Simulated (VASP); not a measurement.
# W3N4 (Pm-3m) in VASP: further runs, part 2 of 2

VASP 6.6.1. Earlier steps stand in the parts before.

## (5) Single point, PBE

The input, INCAR:

```
SYSTEM = W3N4
  ALGO = Normal
  EDIFF = 1E-6
  ENCUT = 1330
  GGA = PE
  GGA_COMPAT = .False.
  ISIF = 2
  ISMEAR = 0
  LASPH = .True.
  LCHARG = .True.
  LELF = .True.
  LREAL = .False.
  LVHAR = .True.
  LWAVE = .False.
  NBANDS = 40
  NELM = 120
  PREC = Accurate
  SIGMA = 0.1
```

The input, KPOINTS:

```
Automatic mesh
0
Gamma
  6 6 6
  0.5 0.5 0.5
```

The input, POSCAR:

```
W3N4
1.0
    4.1220000000      0.0000000000      0.0000000000
    0.0000000000      4.1220000000      0.0000000000
    0.0000000000      0.0000000000      4.1220000000
W N
3 4
Direct
    0.5000000000      0.5000000000      0.0000000000
    0.0000000000      0.5000000000      0.5000000000
    0.5000000000      0.0000000000      0.5000000000
    0.5000000000      0.5000000000      0.5000000000
    0.5000000000      0.0000000000      0.0000000000
    0.0000000000      0.5000000000      0.0000000000
    0.0000000000      0.0000000000      0.5000000000
```

Potentials or basis: VASP PAW PBE potentials, release 64 (W_sv, N_h).

Run with:

```
$ cat potpaw_PBE.64/W_sv/POTCAR potpaw_PBE.64/N_h/POTCAR > POTCAR
$ mpirun -np 1 vasp_std > vasp.out
```

OUTCAR:

```text
SYSTEM = W3N4
   EDIFF = 1E-6
   ENCUT = 1330
   GGA = PE
   ISIF = 2
   ISMEAR = 0
   LASPH = .True.
   LREAL = .False.
   NELM = 120
   PREC = Accurate

 ion  position               nearest neighbor table
   1  0.500  0.500  0.000-   4 2.06   5 2.06   6 2.06   4 2.06   5 2.06   6 2.06   3 2.91   3 2.91
                             3 2.91   2 2.91   3 2.91   2 2.91   2 2.91   2 2.91
   2  0.000  0.500  0.500-   4 2.06   6 2.06   7 2.06   6 2.06   7 2.06   4 2.06   3 2.91   3 2.91
                             1 2.91   1 2.91   3 2.91   1 2.91   1 2.91   3 2.91
   3  0.500  0.000  0.500-   4 2.06   5 2.06   7 2.06   5 2.06   4 2.06   7 2.06   2 2.91   1 2.91
                             2 2.91   1 2.91   1 2.91   2 2.91   1 2.91   2 2.91
   4  0.500  0.500  0.500-   1 2.06   2 2.06   3 2.06   1 2.06   3 2.06   2 2.06
   5  0.500  0.000  0.000-   1 2.06   3 2.06   3 2.06   1 2.06
   6  0.000  0.500  0.000-   1 2.06   2 2.06   2 2.06   1 2.06
   7  0.000  0.000  0.500-   2 2.06   3 2.06   2 2.06   3 2.06

  LATTYP: Found a simple cubic cell.
 ALAT       =     4.1220000000

  Lattice vectors:

 A1 = (   4.1220000000,   0.0000000000,   0.0000000000)
 A2 = (   0.0000000000,   4.1220000000,   0.0000000000)
 A3 = (   0.0000000000,   0.0000000000,   4.1220000000)

Analysis of symmetry for initial positions (statically):
=====================================================================
 Subroutine PRICEL returns:
 Original cell was already a primitive cell.

 Routine SETGRP: Setting up the symmetry group for a
 simple cubic supercell.

 Subroutine GETGRP returns: Found 48 space group operations
 (whereof 48 operations were pure point group operations)
 out of a pool of 48 trial point group operations.

The static configuration has the point symmetry O_h .

Analysis of symmetry for dynamics (positions and initial velocities):
=====================================================================
 Subroutine PRICEL returns:
 Original cell was already a primitive cell.

 Routine SETGRP: Setting up the symmetry group for a
 simple cubic supercell.

 Subroutine GETGRP returns: Found 48 space group operations
 (whereof 48 operations were pure point group operations)
 out of a pool of 48 trial point group operations.

The dynamic configuration has the point symmetry O_h .

 Subroutine INISYM returns: Found 48 space group operations
 (whereof 48 operations are pure point group operations),
 and found     1 'primitive' translations

----------------------------------------------------------------------------------------

                                     Primitive cell

  volume of cell :      70.0364

  direct lattice vectors                    reciprocal lattice vectors
     4.122000000  0.000000000  0.000000000     0.242600679  0.000000000  0.000000000
     0.000000000  4.122000000  0.000000000     0.000000000  0.242600679  0.000000000
     0.000000000  0.000000000  4.122000000     0.000000000  0.000000000  0.242600679

  length of vectors
     4.122000000  4.122000000  4.122000000     0.242600679  0.242600679  0.242600679

  position of ions in fractional coordinates (direct lattice)
     0.500000000  0.500000000  0.000000000
     0.000000000  0.500000000  0.500000000
     0.500000000  0.000000000  0.500000000
[... 47 lines left out ...]
  0.416667  0.250000  0.083333     48.000000
  0.416667  0.416667  0.083333     24.000000
  0.250000  0.250000  0.250000      8.000000
  0.416667  0.250000  0.250000     24.000000
  0.416667  0.416667  0.250000     24.000000
  0.416667  0.416667  0.416667      8.000000
   k-points           NKPTS =     10   k-points in BZ     NKDIM =     10   number of bands    NBANDS=     40
   number of dos      NEDOS =    301   number of ions     NIONS =      7
   total plane-waves  NPLWV = 125000
   dimension x,y,z NGX =    50 NGY =   50 NGZ =   50
   dimension x,y,z NGXF=   100 NGYF=  100 NGZF=  100
   ions per type =               3   4
   NGX,Y,Z   is equivalent  to a cutoff of  20.17, 20.17, 20.17 a.u.
   NGXF,Y,Z  is equivalent  to a cutoff of  40.33, 40.33, 40.33 a.u.
 SYSTEM =  W3N4
   PREC   = accura    normal or accurate (medium, high low for compatibility)
   ISTART =      0    job   : 0-new  1-cont  2-samecut
   ICHARG =      2    charge: 1-file 2-atom 10-const
   ISPIN  =      1    spin polarized calculation?
   LNONCOLLINEAR =      F non collinear calculations
   LSORBIT =      F    spin-orbit coupling
   LASPH  =      T    aspherical Exc in radial PAW
   ENCUT  = 1330.0 eV  97.75 Ry    9.89 a.u.  12.26 12.26 12.26*2*pi/ulx,y,z
   NELM   =    120;   NELMIN=  2; NELMDL= -5     # of ELM steps
   EDIFF  = 0.1E-05   stopping-criterion for ELM
   LREAL  =      F    real-space projection
   EDIFFG = 0.1E-04   stopping-criterion for IOM
   NSW    =      0    number of steps for IOM
   IBRION =     -1    ionic relax: 0-MD 1-quasi-New 2-CG
   NFREE  =      0    steps in history (QN), initial steepest desc. (CG)
   ISIF   =      2    stress and relaxation
   ISYM   =      2    0-nonsym 1-usesym 2-fastsym
   POTIM  = 0.5000    time-step for ionic-motion
   TEBEG  =    0.0;   TEEND  =   0.0 temperature during run
   PSTRESS=    0.0 pullay stress
   NELECT =      62.0000    total number of electrons
   NUPDOWN=      -1.0000    fix difference up-down
   EMIN   =  10.00;   EMAX   =-10.00  energy-range for DOS
   EFERMI =   0.00;   METHOD = LEGACY
   ISMEAR =     0;   SIGMA  =   0.10  broadening in eV -4-tet -1-fermi 0-gaus
   EFERMI_NEDOS =   21; number of points for ismear=-14 and -15
   IALGO  =     38    algorithm
   IMIX   =      4    mixing-type and parameters
     AMIX     =   0.40;   BMIX     =  1.00
     AMIX_MAG =   1.60;   BMIX_MAG =  1.00
  volume/ion in A,a.u.               =      10.01        67.52
  Fermi-wavevector in a.u.,A,eV,Ry     =   1.571921  2.970500 33.619124  2.470936
  Thomas-Fermi vector in A             =   2.673433
   LORBIT       =      0    0 simple, 1 ext, 2 COOP (PROOUT), +10 PAW based schemes
   GGA     = PE    functional components
   LHFCALC =     F    Hartree Fock is set to
   AEXX    =    0.0000 exact exchange contribution
   IVDW    =     0    specifies the selected vdW correction
   LEPSILON=     F    determine dielectric tensor
   LRPA    =     F    only Hartree local field effects (RPA)
 non-spin polarized calculation
 Gauss-broadening in eV      SIGMA  =   0.10
  energy-cutoff  :     1330.00
  volume of cell :       70.04
 maximum number of plane-waves:      7730
 NGX is ok and might be reduce to    50
   NGX = 25   NGY = 25   NGZ = 25

 number of electron      61.9999999 magnetization

 Free energy of the ion-electron system (eV)
  ---------------------------------------------------
  ext. energy  EPLUGINS =         0.00000000
  ---------------------------------------------------
  free energy    TOTEN  =       -72.24846319 eV

  energy without entropy =      -72.23659327  energy(sigma->0) =      -72.24252823

 E-fermi :  11.7650     XC(G=0): -13.3989

 val. band max:       11.7448318404   @ k =   0.0833   0.0833   0.0833
 cond. band min:      11.8656495436   @ k =   0.2500   0.2500   0.0833
 fundamental gap:      0.1208177033
 Fermi energy:        11.7649784787

 k-point     1 :       0.0833    0.0833    0.0833
  band No.  band energies     occupation
      1     -63.7867      2.00000
      2     -63.7042      2.00000
      3     -63.7042      2.00000
      4     -28.5092      2.00000
      5     -28.4536      2.00000
      6     -28.4536      2.00000
[... 419 lines left out ...]
     39      18.6459      0.00000
     40      18.7068      0.00000

------------------------ aborting loop because EDIFF is reached ----------------------------------------

  FORCE on cell =-STRESS in cart. coord.  units (eV):
  Direction    XX          YY          ZZ          XY          YZ          ZX
  --------------------------------------------------------------------------------------
  -------------------------------------------------------------------------------------
  Total       12.6137074     12.6137074     12.6137074     -0.0000000     -0.0000000     -0.0000000
  in kB      288.5555105    288.5555105    288.5555105     -0.0000000     -0.0000000     -0.0000000
  external PRESSURE =     288.5555105 kB  Pullay stress =       0.0000000 kB

 VOLUME and BASIS-vectors are now :
 -----------------------------------------------------------------------------
  energy-cutoff  :     1330.00
  volume of cell :       70.04
      direct lattice vectors                 reciprocal lattice vectors
     4.122000000  0.000000000  0.000000000     0.242600679  0.000000000  0.000000000
     0.000000000  4.122000000  0.000000000     0.000000000  0.242600679  0.000000000
     0.000000000  0.000000000  4.122000000     0.000000000  0.000000000  0.242600679

 POSITION                                       TOTAL-FORCE (eV/Angst)
 -----------------------------------------------------------------------------------
      2.06100      2.06100      0.00000         0.000000      0.000000      0.000000
      0.00000      2.06100      2.06100         0.000000      0.000000      0.000000
      2.06100      0.00000      2.06100         0.000000      0.000000      0.000000
      2.06100      2.06100      2.06100         0.000000      0.000000      0.000000
      2.06100      0.00000      0.00000         0.000000      0.000000      0.000000
      0.00000      2.06100      0.00000         0.000000      0.000000      0.000000
      0.00000      0.00000      2.06100         0.000000      0.000000      0.000000
 -----------------------------------------------------------------------------------
    total drift:                                0.000000      0.000000      0.000000

  FREE ENERGIE OF THE ION-ELECTRON SYSTEM (eV)
  ---------------------------------------------------
  free  energy   TOTEN  =       -72.2484631883 eV

  energy  without entropy=      -72.2365932697  energy(sigma->0) =      -72.24252823
```

It took 64 s on 1 thread of Intel Xeon 6975P-C (Granite Rapids), shared host; peak memory 0.38 GiB.

What came out:

```
Free energy            : -72.2485 eV
Pressure               : 28.9 GPa
Band gap on the k mesh : zero (bands 31 and 32 overlap by 1.91 eV)
```

Levels at points of the mesh, in eV from the Fermi level:
```
           k point  band 27  band 28  band 29  band 30  band 31  band 32  band 33  band 34  band 35  band 36
(0.08, 0.08, 0.08)    -3.34    -3.34    -2.99    -2.46    -2.46    -0.34    -0.34    -0.02     0.89     0.89
```

Caveat: the cell stands under pressure; spin-orbit coupling is left out, which moves the levels of the heavy elements.

## (6) Overview

```tsv
k mesh	smearing	gap on the mesh (eV)	pressure (GPa)
10 × 10 × 10	gaussian 0.1 eV	none	28.8
10 × 10 × 10	gaussian 0.05 eV	none	28.8
4 × 4 × 4, shifted	gaussian 0.1 eV	none	28.2
6 × 6 × 6, shifted	gaussian 0.1 eV	none	28.9
```

Alike in all rows: task single point; level PBE; potentials or basis VASP PAW PBE potentials, release 64 (W_sv, N_h); no spin polarisation; cell as given; cutoff (eV) 1330.

Caveats: some runs use coarse meshes; spin-orbit coupling is left out, which moves the levels of the heavy elements; the cell stands under pressure (at least some runs).

Absolute energies hang on the potentials; compare differences alone.

The gap in the log of VASP goes by the Fermi energy; the results here count the filled bands.